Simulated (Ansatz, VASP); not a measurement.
# One calculation of C, two programs

```
C
1.0
     1.28941   -2.27615    0.00000
     1.28941    2.27615    0.00000
     0.00000    0.00000    5.66147
C
6
Direct
  0.00000 0.50000 0.33294
  0.50000 0.00000 0.66706
  0.50000 0.00000 0.16706
  0.00000 0.50000 0.83294
  0.00000 0.00000 0.50000
  0.50000 0.50000 0.00000
```

Alike in both runs: functional PBE; k mesh 12 × 12 × 6; occupations gaussian, width 0.02 eV; no spin polarisation.

Ansatz relaxed the structure, and its values are those at the end. VASP's run is a single point on that final structure, the one shown.

|  | VASP | Ansatz |
| --- | --- | --- |
| version | VASP 6.6.1 | Ansatz 0.2.0 |
| potentials or method | VASP PAW PBE potentials, release 64 (C), cutoff 520 eV | scalar-relativistic, plane waves, PAW |
| valence electrons in the cell | 24 | 24 |

Ansatz gave:

| Quantity | Value |
| --- | --- |
| gap on the k mesh at the Fermi level (eV) | 0.85 |
| least direct gap on the mesh (eV) | 2.56 |
| pressure (GPa) | 0.0 |

Q: Which values does VASP return?

A: gap on the k mesh at the Fermi level (eV): 0.84; least direct gap on the mesh (eV): 2.55; pressure (GPa): 0.5.
